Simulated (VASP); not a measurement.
# Zn2O: single point with PBE

The system is Zn2O.

```
CELL_PARAMETERS angstrom
-1.51173 2.61552 -0.00046
0.00377 0.00138 4.62558
4.53541 2.61577 0.00438
ATOMIC_POSITIONS crystal
Zn 0.00032 0.71746 0.33370
Zn 0.50036 0.71748 0.83375
Zn 0.49965 0.28257 0.16634
Zn 0.99955 0.28254 0.66631
O 0.00014 0.99999 0.99996
O 0.49998 0.99997 0.49995
```

```
Program             : VASP 6.6.1
Task                : single point
Functional          : PBE
Potentials or basis : VASP PAW PBE potentials, release 64 (Zn, O)
Cutoff              : 520 eV
k mesh              : 8 × 6 × 4
Occupations         : gaussian, width 0.2 eV
Spin                : no spin polarisation
```

The pressure is 0.4 GPa. The largest force is 0.025 eV/Å. The band gap on the k mesh is zero (bands 30 and 31 overlap by 1.32 eV).

Forces in eV/Å, atoms in the order of the input:
```
Zn   0.004 -0.002 -0.024
Zn   0.002 -0.003 -0.024
Zn  -0.004  0.002  0.023
Zn  -0.003  0.003  0.024
O    0.000 -0.001  0.000
O    0.000  0.001  0.000
```

Stress tensor (GPa, compression positive):
```
 0.40  0.09 -0.05
 0.09  0.38 -0.01
-0.05 -0.01  0.44
```

Levels at points of the mesh, in eV from the Fermi level:
| k point | band 28 | band 29 | band 30 | band 31 | band 32 | band 33 |
| --- | --- | --- | --- | --- | --- | --- |
| (0.00, 0.00, 0.00) | -2.34 | -2.34 | -0.82 | -0.25 | 3.23 | 3.71 |
| (0.50, 0.00, 0.00) | -3.80 | -1.54 | -1.54 | 3.11 | 3.11 | 3.95 |
| (0.00, 0.50, 0.00) | -2.42 | -2.33 | -1.99 | -0.69 | 1.69 | 3.86 |
| (0.50, 0.50, 0.00) | -3.98 | -1.13 | -1.13 | 2.04 | 2.04 | 4.55 |
| (0.00, 0.00, 0.50) | -3.68 | -2.75 | -2.75 | 4.26 | 4.26 | 5.11 |
| (0.50, 0.00, 0.50) | -3.20 | -0.82 | -0.81 | -0.27 | -0.26 | 3.71 |
| (0.00, 0.50, 0.50) | -2.66 | -1.61 | -1.61 | 1.83 | 1.84 | 5.50 |
| (0.50, 0.50, 0.50) | -2.90 | -1.99 | -1.98 | 1.70 | 1.71 | 3.85 |

Wall time 110 s on 1 thread of Intel(R) Xeon(R) 6975P-C (Granite Rapids) (shared host), peak memory 0.32 GiB.
